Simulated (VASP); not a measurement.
A run of VASP 6.6.1:

INCAR

```
SYSTEM = Os
PREC     = Accurate       ! precision mode
ENCUT    = 600            ! plane-wave cutoff, eV
EDIFF    = 1E-6           ! SCF threshold, eV
ISMEAR   = -1             ! smearing method
SIGMA    = 0.05           ! smearing width, eV
LREAL    = .False.        ! projectors in reciprocal space
LASPH    = .True.         ! aspherical terms in the spheres
NELM     = 60             ! most SCF steps
ALGO     = Normal         ! electronic algorithm
ISIF     = 4              ! what is computed and relaxed
LWAVE    = .False.        ! write WAVECAR
LCHARG   = .False.        ! write CHGCAR
GGA      = PE             ! functional
IBRION   = 2              ! ionic algorithm
NSW      = 50             ! ionic steps
EDIFFG   = -0.005         ! ionic threshold
```

The input KPOINTS:

```
regular mesh
0
Gamma
  16 16 15
  0 0 0
```

File POSCAR:

```
Os
1.0
    2.4564969984      0.0000000000      0.0000000000
   -1.2282484992      2.1273888049      0.0000000000
    0.0000000000      0.0000000000      2.3560264696
Os
1
Direct
    0.0000000000      0.0000000000      0.0000000000
```

Potentials or basis: VASP PAW PBE potentials, release 64 (Os).

Run with:

```bash
$ cat potpaw_PBE.64/Os/POTCAR > POTCAR
$ mpirun -np 1 vasp_std > vasp.out
```

Hardware: 1 thread of Intel Xeon 8259CL (shared host).

Question: How long does it take, and how much memory?

Answer: Run time: 50 s on 1 thread of Intel Xeon 8259CL, with other jobs on the host, peak memory 0.15 GiB. Counts: scf iterations 32, k points 240, ion steps 5.
